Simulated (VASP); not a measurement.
Input of a VASP 6.6.1 run:

File INCAR:

```
  PREC = Accurate
  ENCUT = 520
  EDIFF = 1E-7
  ISMEAR = 0
  SIGMA = 0.15
  LREAL = False
  LASPH = True
  NELM = 80
  ALGO = Normal
  ISIF = 2
  LWAVE = False
  LCHARG = True
  GGA = PE
  LELF = True
  LVHAR = True
  NBANDS = 15
```

KPOINTS

```
regular mesh
0
Gamma
  20 20 20
```

File POSCAR:

```
TaN
1.0
   -0.6889307120      1.8945594581      1.8945594581
    1.8945594581     -0.6889307120      1.8945594581
    1.8945594581      1.8945594581     -0.6889307120
Ta N
1 1
Direct
    0.5000000000      0.5000000000      0.5000000000
    0.0000000000      0.0000000000      0.0000000000
```

Potentials or basis: VASP PAW PBE potentials, release 64 (Ta_pv, N).

Command:

```sh
$ cat potpaw_PBE.64/Ta_pv/POTCAR potpaw_PBE.64/N/POTCAR > POTCAR
$ mpirun -np 1 vasp_std > vasp.out
```

(1) Estimate the band gap on the k mesh.

(2) Predict the pressure.

## Answers

(1) zero (band 8 reaches 13.76 eV, above the bottom of band 9 at 6.25 eV).

(2) 8.3 GPa.

Caveat: spin-orbit coupling is left out, which moves the levels of the heavy elements.
